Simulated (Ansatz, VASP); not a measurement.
La in VASP and in Ansatz

Contents of INCAR:

```
SYSTEM = La
PREC = Accurate
ENCUT = 520
EDIFF = 1E-6
ISMEAR = -1
SIGMA = 0.05
LREAL = .FALSE.
LASPH = .TRUE.
NELM = 150
ALGO = Normal
ISIF = 2
LWAVE = .FALSE.
LCHARG = .FALSE.
ISPIN = 2
MAGMOM = 1
LORBIT = 11
LMAXMIX = 6
GGA = PE
NBANDS = 16
```

The input KPOINTS:

```
regular mesh
0
G
  16 16 16
  0 0 0
```

POSCAR

```
La
1.0
    3.3218099948      0.0000000000      0.0000000000
    0.0000000000      3.3218099948      0.0000000000
    0.0000000000      0.0000000000      3.3218099948
La
1
Direct
    0.0000000000      0.0000000000      0.0000000000
```

Input for Ansatz:

```yaml
crystal:
  lattice:
    - [3.3218099948, 0.0, 0.0]
    - [0.0, 3.3218099948, 0.0]
    - [0.0, 0.0, 3.3218099948]
  atoms:
    - { symbol: La, position: [0.0, 0.0, 0.0], spin: 1.0 }
hamiltonian:
  xc: pbe
  pseudopotentials:
    kind: paw
    azcp:
      La: "pseudopotentials/La.paw.azcp"
basis:
  ecutwfc: 420
  fft_grid_basis: typed
kpoints:
  mp_grid: { grid: [16, 16, 16], shift: [0, 0, 0] }
magnetization:
  spin_polarized: true
scf:
  occupations: { method: fermi_dirac, width: 0.05 }
```

Alike in both runs: task single point; functional PBE; k mesh 16 × 16 × 16; occupations fermi-dirac, width 0.05 eV; collinear spin.

|  | VASP | Ansatz |
| --- | --- | --- |
| version | VASP 6.6.1 | Ansatz 0.2.0 |
| potentials or method | VASP PAW PBE potentials, release 64 (La), cutoff 520 eV | plane waves (420 eV) with PAW, scalar-relativistic |
| valence electrons in the cell | 11 | 11 |

|  | VASP | Ansatz | Ansatz less VASP |
| --- | --- | --- | --- |
| net moment per atom (μB) | 0.00 | 0.00 | -0.003 |

Ansatz's warnings: seeded moment not kept.

Spin-orbit coupling is off throughout.
